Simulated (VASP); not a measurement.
# Si (I4/mmm) in VASP: a series of runs

Runs on Si. Level: r2SCAN. Tasks: single point.

All numbers are computed with VASP 6.6.1; they aren't measurements. Logs are shortened: lines on timing, memory, paths and dates and some standing lists are left out, and cuts for length are marked.

## (1) The cell of the first run

Symmetry: I4/mmm, No. 139, tetragonal system. The conventional cell has a = 3.205 Å, b = 3.205 Å, c = 2.680 Å, α = 90.00°, β = 90.00°, γ = 90.00°. Within 3.5 Å of Si (site symmetry 4/mmm) lie 14 Si at 2.63 to 3.21 Å.

## (2) Single point, r2SCAN (strain -0.015 along x and y, +0.015 along z)

File POSCAR:

```
Si
1.0
   -1.6025112060      1.6025112060      1.3401347978
    1.6025112060     -1.6025112060      1.3401347978
    1.6025112060      1.6025112060     -1.3401347978
Si
1
Direct
    0.0000000000      0.0000000000      0.0000000000
```

File INCAR.step1:

```
SYSTEM = Si
PREC = Accurate
ENCUT = 520
ISMEAR = 0
SIGMA = 0.15
LREAL = .False.
LASPH = .True.
NELM = 80
NBANDS = 8
GGA = PE
ALGO = Normal
EDIFF = 1E-4
LWAVE = .True.
LCHARG = .False.
```

File INCAR.step2:

```
SYSTEM = Si
PREC = Accurate
ENCUT = 520
EDIFF = 1E-6
ISMEAR = 0
SIGMA = 0.15
LREAL = .False.
LASPH = .True.
NELM = 80
ALGO = Normal
ISIF = 2
LWAVE = .False.
LCHARG = .False.
METAGGA = R2SCAN
LMIXTAU = .True.
NBANDS = 8
ISTART = 1
```

File KPOINTS:

```
regular mesh
0
Gamma
  22 22 22
  0 0 0
```

Potentials or basis: VASP PAW PBE potentials, release 64 (Si).

Command:

```bash
cat potpaw_PBE.64/Si/POTCAR > POTCAR
cp INCAR.step1 INCAR
mpirun -np 1 vasp_std > vasp.out
cp INCAR.step2 INCAR
mpirun -np 1 vasp_std > vasp.out
```

OUTCAR:

```text
SYSTEM = Si
   PREC = Accurate
   ENCUT = 520
   EDIFF = 1E-6
   ISMEAR = 0
   LREAL = .False.
   LASPH = .True.
   NELM = 80
   ISIF = 2
   METAGGA = R2SCAN
   ISTART = 1

 ion  position               nearest neighbor table
   1  0.000  0.000  0.000-

  LATTYP: Found a body centered tetragonal cell.
 ALAT       =     3.2050224120
 C/A-ratio  =     0.8362717170

  Lattice vectors:

 A1 = (  -1.6025112060,   1.6025112060,   1.3401347978)
 A2 = (   1.6025112060,  -1.6025112060,   1.3401347978)
 A3 = (   1.6025112060,   1.6025112060,  -1.3401347978)

Analysis of symmetry for initial positions (statically):
=====================================================================
 Subroutine PRICEL returns:
 Original cell was already a primitive cell.

 Routine SETGRP: Setting up the symmetry group for a
 body centered tetragonal supercell.

 Subroutine GETGRP returns: Found 16 space group operations
 (whereof 16 operations were pure point group operations)
 out of a pool of 16 trial point group operations.

The static configuration has the point symmetry D_4h.

Analysis of symmetry for dynamics (positions and initial velocities):
=====================================================================
 Subroutine PRICEL returns:
 Original cell was already a primitive cell.

 Routine SETGRP: Setting up the symmetry group for a
 body centered tetragonal supercell.

 Subroutine GETGRP returns: Found 16 space group operations
 (whereof 16 operations were pure point group operations)
 out of a pool of 16 trial point group operations.

The dynamic configuration has the point symmetry D_4h.

 Subroutine INISYM returns: Found 16 space group operations
 (whereof 16 operations are pure point group operations),
 and found     1 'primitive' translations

----------------------------------------------------------------------------------------

                                     Primitive cell

  volume of cell :      13.7661

  direct lattice vectors                    reciprocal lattice vectors
    -1.602511206  1.602511206  1.340134798     0.000000000  0.312010299  0.373096797
     1.602511206 -1.602511206  1.340134798     0.312010299  0.000000000  0.373096797
     1.602511206  1.602511206 -1.340134798     0.312010299  0.312010299  0.000000000

  length of vectors
     2.632877818  2.632877818  2.632877818     0.486365753  0.486365753  0.441249196

  position of ions in fractional coordinates (direct lattice)
     0.000000000  0.000000000  0.000000000

  ion indices of the primitive-cell ions
   primitive index   ion index
                 1           1

----------------------------------------------------------------------------------------

 KPOINTS: regular mesh

Automatic generation of k-mesh.
 Grid dimensions read from file:
 generate k-points for:   22   22   22

 Generating k-lattice:

  Cartesian coordinates                     Fractional coordinates (reciprocal lattice)
     0.000000000  0.014182286  0.016958945     0.045454545 -0.000000000  0.000000000
     0.014182286  0.000000000  0.016958945    -0.000000000  0.045454545  0.000000000
     0.014182286  0.014182286  0.000000000     0.000000000  0.000000000  0.045454545

  Length of vectors
     0.022107534  0.022107534  0.020056782

  Shift w.r.t. Gamma in fractional coordinates (k-lattice)
     0.000000000  0.000000000  0.000000000

 Subroutine IBZKPT returns following result:
 ===========================================

 Found    834 irreducible k-points:

 Following reciprocal coordinates:
            Coordinates               Weight
  0.000000  0.000000  0.000000      1.000000
  0.045455  0.000000 -0.000000      8.000000
  0.090909  0.000000 -0.000000      8.000000
  0.136364 -0.000000  0.000000      8.000000
  0.181818  0.000000 -0.000000      8.000000
  0.227273  0.000000  0.000000      8.000000
[... 16 lines left out ...]
  0.500000  0.045455  0.000000     16.000000
 -0.454545  0.045455  0.000000     16.000000
 [... further k-points ...]
   k-points           NKPTS =    834   k-points in BZ     NKDIM =    834   number of bands    NBANDS=      8
   number of dos      NEDOS =    301   number of ions     NIONS =      1
   total plane-waves  NPLWV =   8000
   dimension x,y,z NGX =    20 NGY =   20 NGZ =   20
   dimension x,y,z NGXF=    40 NGYF=   40 NGZF=   40
   ions per type =               1
   NGX,Y,Z   is equivalent  to a cutoff of  12.63, 12.63, 12.63 a.u.
   NGXF,Y,Z  is equivalent  to a cutoff of  25.26, 25.26, 25.26 a.u.
 SYSTEM =  Si
   PREC   = accura    normal or accurate (medium, high low for compatibility)
   ISTART =      1    job   : 0-new  1-cont  2-samecut
   ICHARG =      0    charge: 1-file 2-atom 10-const
   ISPIN  =      1    spin polarized calculation?
   LNONCOLLINEAR =      F non collinear calculations
   LSORBIT =      F    spin-orbit coupling
   LASPH  =      T    aspherical Exc in radial PAW
   ENCUT  =  520.0 eV  38.22 Ry    6.18 a.u.   4.90  4.90  4.90*2*pi/ulx,y,z
   NELM   =     80;   NELMIN=  2; NELMDL=  0     # of ELM steps
   EDIFF  = 0.1E-05   stopping-criterion for ELM
   LREAL  =      F    real-space projection
   EDIFFG = 0.1E-04   stopping-criterion for IOM
   NSW    =      0    number of steps for IOM
   IBRION =     -1    ionic relax: 0-MD 1-quasi-New 2-CG
   NFREE  =      0    steps in history (QN), initial steepest desc. (CG)
   ISIF   =      2    stress and relaxation
   ISYM   =      2    0-nonsym 1-usesym 2-fastsym
   POTIM  = 0.5000    time-step for ionic-motion
   TEBEG  =    0.0;   TEEND  =   0.0 temperature during run
   PSTRESS=    0.0 pullay stress
   NELECT =       4.0000    total number of electrons
   NUPDOWN=      -1.0000    fix difference up-down
   EMIN   =  10.00;   EMAX   =-10.00  energy-range for DOS
   EFERMI =   0.00;   METHOD = LEGACY
   ISMEAR =     0;   SIGMA  =   0.15  broadening in eV -4-tet -1-fermi 0-gaus
   EFERMI_NEDOS =   21; number of points for ismear=-14 and -15
   IALGO  =     38    algorithm
   IMIX   =      4    mixing-type and parameters
     AMIX     =   0.40;   BMIX     =  1.00
     AMIX_MAG =   1.60;   BMIX_MAG =  1.00
  volume/ion in A,a.u.               =      13.77        92.90
  Fermi-wavevector in a.u.,A,eV,Ry     =   1.084321  2.049070 15.997084  1.175752
  Thomas-Fermi vector in A             =   2.220408
   LORBIT       =      0    0 simple, 1 ext, 2 COOP (PROOUT), +10 PAW based schemes
   METAGGA = R2SCAN    functional components
   LHFCALC =     F    Hartree Fock is set to
   AEXX    =    0.0000 exact exchange contribution
   IVDW    =     0    specifies the selected vdW correction
   LEPSILON=     F    determine dielectric tensor
   LRPA    =     F    only Hartree local field effects (RPA)
 non-spin polarized calculation
 Gauss-broadening in eV      SIGMA  =   0.15
  energy-cutoff  :      520.00
  volume of cell :       13.77
 maximum number of plane-waves:       382
   NGX =  9   NGY =  9   NGZ =  9

 number of electron       4.0000000 magnetization

 Free energy of the ion-electron system (eV)
  ---------------------------------------------------
  ext. energy  EPLUGINS =         0.00000000
  ---------------------------------------------------
  free energy    TOTEN  =        -8.08700786 eV

  energy without entropy =       -8.08245207  energy(sigma->0) =       -8.08472997

 E-fermi :  10.8379     XC(G=0): -12.1763

 val. band max:       10.8325252015   @ k =  -0.2273   0.4545   0.2273
 cond. band min:      10.8489923213   @ k =   0.2727   0.1818   0.0909
 fundamental gap:      0.0164671198
 Fermi energy:        10.8378705034

 k-point     1 :       0.0000    0.0000    0.0000
  band No.  band energies     occupation
      1      -4.9802      2.00000
      2      21.4087      0.00000
      3      22.2849      0.00000
      4      22.2849      0.00000
      5      25.3070      0.00000
      6      25.7024      0.00000
      7      26.5867      0.00000
      8      26.5867      0.00000

 k-point     2 :       0.0455    0.0000   -0.0000
  band No.  band energies     occupation
      1      -4.9047      2.00000
      2      20.6699      0.00000
      3      22.0340      0.00000
      4      23.0346      0.00000
      5      24.3395      0.00000
      6      26.1318      0.00000
      7      26.2448      0.00000
      8      26.6725      0.00000

 k-point     3 :       0.0909    0.0000   -0.0000
  band No.  band energies     occupation
      1      -4.6783      2.00000
      2      19.7115      0.00000
      3      21.4481      0.00000
      4      22.5349      0.00000
      5      23.6481      0.00000
      6      25.9450      0.00000
      7      26.2192      0.00000
      8      27.1961      0.00000

 k-point     4 :       0.1364   -0.0000    0.0000
  band No.  band energies     occupation
      1      -4.3014      2.00000
      2      18.8453      0.00000
      3      20.2365      0.00000
      4      20.9293      0.00000
      5      23.0893      0.00000
      6      25.6483      0.00000
      7      26.8265      0.00000
      8      28.2649      0.00000

 k-point     5 :       0.1818    0.0000   -0.0000
  band No.  band energies     occupation
      1      -3.7750      2.00000
      2      18.0106      0.00000
      3      18.0980      0.00000
      4      20.2527      0.00000
      5      22.0676      0.00000
      6      24.8518      0.00000
      7      28.3252      0.00000
      8      29.3456      0.00000

 k-point     6 :       0.2273    0.0000    0.0000
  band No.  band energies     occupation
      1      -3.0999      2.00000
      2      15.7395      0.00000
      3      17.4761      0.00000
      4      19.6922      0.00000
      5      21.0292      0.00000
      6      24.0020      0.00000
      7      29.3436      0.00000
      8      30.0478      0.00000

 k-point     7 :       0.2727    0.0000    0.0000
  band No.  band energies     occupation
      1      -2.2777      2.00000
      2      13.5209      0.00000
      3      16.9806      0.00000
      4      19.2246      0.00000
      5      20.0758      0.00000
      6      23.1938      0.00000
      7      29.5019      0.00000
      8      31.9061      0.00000
[... 133 lines left out ...]
 k-point    20 :       0.3636    0.0455    0.0000
  band No.  band energies     occupation
      1       0.5690      2.00000
      2       8.2634      2.00000
      3      16.2477      0.00000
      4      17.0534      0.00000
      5      19.5941      0.00000
      6      21.7566      0.00000
      7      29.3235      0.00000
      8      35.8654      0.00000

 k-point    21 :       0.4091    0.0455    0.0000
  band No.  band energies     occupation
      1       1.8983      2.00000
      2       6.4299      2.00000
      3      15.8873      0.00000
      4      16.8943      0.00000
      5      19.3278      0.00000
      6      21.5477      0.00000
      7      29.9186      0.00000
      8      36.0056      0.00000

 k-point    22 :       0.4545    0.0455    0.0000
  band No.  band energies     occupation
      1       3.3328      2.00000
      2       4.7547      2.00000
      3      15.5734      0.00000
      4      16.9402      0.00000
      5      19.1441      0.00000
      6      21.5256      0.00000
      7      30.5688      0.00000
      8      35.1588      0.00000

 k-point    23 :       0.5000    0.0455    0.0000
  band No.  band energies     occupation
      1       3.0743      2.00000
      2       5.0377      2.00000
      3      15.3573      0.00000
      4      17.1350      0.00000
      5      19.0629      0.00000
      6      21.6801      0.00000
      7      31.1632      0.00000
      8      34.5921      0.00000

 k-point    24 :      -0.4545    0.0455    0.0000
  band No.  band energies     occupation
      1       1.6502      2.00000
      2       6.7515      2.00000
      3      15.2600      0.00000
      4      17.4444      0.00000
      5      19.1123      0.00000
      6      21.9962      0.00000
      7      31.4751      0.00000
      8      34.5360      0.00000

 [... further k-points ...]

------------------------ aborting loop because EDIFF is reached ----------------------------------------

  FORCE on cell =-STRESS in cart. coord.  units (eV):
  Direction    XX          YY          ZZ          XY          YZ          ZX
  --------------------------------------------------------------------------------------
  -------------------------------------------------------------------------------------
  Total        0.2680965      0.2680965     -0.1827080      0.0000000      0.0000000      0.0000000
  in kB       31.2026202     31.2026202    -21.2646166      0.0000000      0.0000000      0.0000000
  external PRESSURE =      13.7135413 kB  Pullay stress =       0.0000000 kB

 VOLUME and BASIS-vectors are now :
 -----------------------------------------------------------------------------
  energy-cutoff  :      520.00
  volume of cell :       13.77
      direct lattice vectors                 reciprocal lattice vectors
    -1.602511206  1.602511206  1.340134798     0.000000000  0.312010299  0.373096797
     1.602511206 -1.602511206  1.340134798     0.312010299  0.000000000  0.373096797
     1.602511206  1.602511206 -1.340134798     0.312010299  0.312010299  0.000000000

 POSITION                                       TOTAL-FORCE (eV/Angst)
 -----------------------------------------------------------------------------------
      0.00000      0.00000      0.00000         0.000000     -0.000000     -0.000000
 -----------------------------------------------------------------------------------
    total drift:                                0.000000      0.000000      0.000000

  FREE ENERGIE OF THE ION-ELECTRON SYSTEM (eV)
  ---------------------------------------------------
  free  energy   TOTEN  =        -8.0870078641 eV

  energy  without entropy=       -8.0824520676  energy(sigma->0) =       -8.08472997
```

It took 5.1 min on 1 thread of Intel Xeon 8259CL, shared host; peak memory 0.18 GiB.

What came out:

```yaml
Free_energy: -8.0870 eV
Pressure: 1.4 GPa
Band_gap_on_the_k_mesh: zero (bands 2 and 3 overlap by 14.90 eV)
```

Caveat: the cell differs from its parent crystal (strain -0.015 along x and y, +0.015 along z); the stress differs along the axes, from -2 to 3 GPa; the PAW data sets were made with another functional, which shifts forces and pressure a little.

(Continued in part 2 of 2.)
